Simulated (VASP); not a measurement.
Runs of VASP 6.6.1 on TiAl3. The structure is that of space group I4/mmm (No. 139), or close to it. The cells are those of the table. 

```tsv
level	potentials or basis	cell	gap on the mesh (eV)	pressure (GPa)
PBE	VASP PAW PBE potentials, release 64 (Ti_sv, Al)	a = 4.994 Å, angles 135.6, 135.6, 64.5°, 4 atoms	none	(a)
LDA	VASP PAW LDA potentials, release 64 (Ti_sv, Al)	a = 5.162 Å, angles 135.6, 135.6, 64.5°, 4 atoms	none	-8.7
LDA	VASP PAW LDA potentials, release 64 (Ti_sv, Al)	a = 5.029 Å, angles 135.6, 135.6, 64.5°, 4 atoms	none	-1.2
r2SCAN	VASP PAW PBE potentials, release 64 (Ti_sv, Al)	a = 4.959 Å, angles 135.6, 135.6, 64.5°, 4 atoms	none	(b)
LDA	VASP PAW LDA potentials, release 64 (Ti_sv, Al)	a = 4.959 Å, angles 135.6, 135.6, 64.5°, 4 atoms	none	3.8
LDA	VASP PAW LDA potentials, release 64 (Ti_sv, Al)	a = 5.129 Å, angles 135.6, 135.6, 64.5°, 4 atoms	none	-7.1
PBE	VASP PAW PBE potentials, release 64 (Ti_sv, Al)	a = 5.062 Å, angles 135.6, 135.6, 64.5°, 4 atoms	none	2.0
LDA	VASP PAW LDA potentials, release 64 (Ti_sv, Al)	a = 5.096 Å, angles 135.6, 135.6, 64.5°, 4 atoms	none	-5.3
PBEsol	VASP PAW PBE potentials, release 64 (Ti_sv, Al)	a = 5.096 Å, angles 135.6, 135.6, 64.5°, 4 atoms	none	-2.6
PBEsol	VASP PAW PBE potentials, release 64 (Ti_sv, Al)	a = 4.959 Å, angles 135.6, 135.6, 64.5°, 4 atoms	none	7.2
```

Alike in all rows: task single point; no spin polarisation; k mesh 10 × 10 × 10; cutoff (eV) 520; smearing fermi-dirac 0.05 eV.

Problem. Fill in the values left out.

Solution. (a) 7.1; (b) 8.1.

Caveats: the PAW data sets were made with another functional, which shifts forces and pressure a little (some runs).

A gap of «none» marks levels without a gap at the run's occupations.
